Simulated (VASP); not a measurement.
Crystal: MoS2.

```xyz
6
Lattice="3.2312 0.0000 0.0000 -1.6156 2.7983 0.0000 0.0000 0.0000 12.5657" Properties=species:S:1:pos:R:3 pbc="T T T"
Mo    1.6156    0.9328    9.4243
Mo    0.0000    1.8655    3.1414
S     1.6156    0.9328    4.7373
S     0.0000    1.8655   11.0201
S     1.6156    0.9328    1.5456
S     0.0000    1.8655    7.8284
```

This cell differs from its parent crystal: volume scaled by 1.06.

Base run:

- Program: VASP 6.6.1
- Functional: PBEsol
- Potentials or basis: VASP PAW PBE potentials, release 64 (Mo_sv, S)
- Cutoff: 520 eV
- k mesh: 10 × 10 × 3
- Occupations: fermi-dirac, width 0.05 eV
- Spin: no spin polarisation

Its results: band gap on the k mesh 0.94 eV, indirect (least direct gap 1.73 eV); pressure -10.3 GPa; largest force 1.152 eV/Å.

**Question.** The run is repeated on the same cell with these changes: functional from PBEsol to PBE. What comes out?

**Answer.** Band gap on the k mesh 0.98 eV, indirect (least direct gap 1.73 eV); pressure -5.9 GPa; largest force 0.921 eV/Å.

PBE binds less tightly than PBEsol, so the same cell stands under more pressure.

Caveats: this functional lacks dispersion, which binds the layers, so the pressure and a relaxed spacing across them are unreliable; the PAW data sets were made with another functional, which shifts forces and pressure a little (some runs).

A k mesh can miss the band edges.
